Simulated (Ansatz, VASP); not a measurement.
# TiGa3 in VASP and in Ansatz

```
Ti Ga
1.0
    -1.90079    1.90079    4.38151
     1.90079   -1.90079    4.38151
     1.90079    1.90079   -4.38151
Ti Ga
1 3
Direct
  0.00000 0.00000 0.00000
  0.50000 0.50000 0.00000
  0.75000 0.25000 0.50000
  0.25000 0.75000 0.50000
```

Change from the starting cell: volume scaled by 1.01, crystal datasets.

Alike in both runs: task electric field gradients; functional PBEsol; k mesh 14 × 14 × 14; occupations fermi-dirac, width 0.05 eV; no spin polarisation.

|  | VASP | Ansatz |
| --- | --- | --- |
| version | VASP 6.6.1 | Ansatz 0.2.0 |
| potentials or method | VASP PAW PBE potentials, release 64 (Ti_sv, Ga_d), cutoff 520 eV | all-electron PAW with datasets made for the crystal, scalar-relativistic |

|  | VASP | Ansatz | Ansatz less VASP |
| --- | --- | --- | --- |
| pressure (GPa) | -4.0 | -4.1 | -0.10 |
| traceless stress, the component that is largest in VASP (GPa) | 0.81 | 0.83 | +0.016 |
| size of Vzz on the site where it differs most (V/Å²) | 91.5 | 97.0 | +5.54 |

VASP's potentials were made for PBE, not for PBEsol. Ansatz ran all-electron here, and VASP with PAW potentials.
